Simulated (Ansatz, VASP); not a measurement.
# ScAl3: VASP beside Ansatz

The input INCAR:

```
PREC = Accurate
ENCUT = 520
EDIFF = 1E-6
ISMEAR = 0
SIGMA = 0.15
LREAL = False
LASPH = True
NELM = 60
ALGO = Fast
ISIF = 2
LWAVE = False
LCHARG = False
GGA = PE
NBANDS = 18
```

The input KPOINTS:

```
Automatic mesh
0
Gamma
  12 12 12
```

POSCAR

```
ScAl3
1.0
    4.1053305968      0.0000000000      0.0000000000
    0.0000000000      4.1053305968      0.1282915812
    0.0000000000      0.1282915812      4.1053305968
Sc Al
1 3
Direct
    0.0000000000      0.0000000000      0.0000000000
    0.5000000000      0.0000000000      0.5000000000
    0.0000000000      0.5000000000      0.5000000000
    0.5000000000      0.5000000000      0.0000000000
```

Input for Ansatz:

```yaml
crystal:
  lattice:
    - [4.1053305968, 0.0, 0.0]
    - [0.0, 4.1053305968, 0.1282915812]
    - [0.0, 0.1282915812, 4.1053305968]
  atoms:
    - { symbol: Sc, position: [0.0, 0.0, 0.0] }
    - { symbol: Al, position: [0.5, 0.0, 0.5] }
    - { symbol: Al, position: [0.0, 0.5, 0.5] }
    - { symbol: Al, position: [0.5, 0.5, 0.0] }
basis:
  ecutwfc: 420
kpoints:
  mp_grid: { grid: [12, 12, 12] }
hamiltonian:
  xc: pbe
scf:
  occupations: { method: gaussian, width: 0.15 }
output:
  forces: true
  stress: true
  eigenvalues: true
```

Change from the starting cell: strain +0.0625 x Voigt [0, 0, 0, 1, 0, 0], atoms carried along.

Alike in both runs: task single point; functional PBE; k mesh 12 × 12 × 12; occupations gaussian, width 0.15 eV; no spin polarisation.

|  | VASP | Ansatz |
| --- | --- | --- |
| version | VASP 6.6.1 | Ansatz 0.2.0 |
| potentials or method | VASP PAW PBE potentials, release 64 (Sc_sv, Al), cutoff 520 eV | scalar-relativistic, plane waves, PAW |
| valence electrons in the cell | 20 | 20 |

VASP gave:

| Item | Value |
| --- | --- |
| gap on the k mesh at the Fermi level (eV) | none |
| pressure (GPa) | 0.6 |
| traceless stress, the component that is largest in VASP (GPa) | -4.46 |

Q: Which values does Ansatz return?

A: gap on the k mesh at the Fermi level (eV): none; pressure (GPa): 0.5; traceless stress, the component that is largest in VASP (GPa): -4.46.

A gap of «none» marks a metal or a gap that the smearing closes.
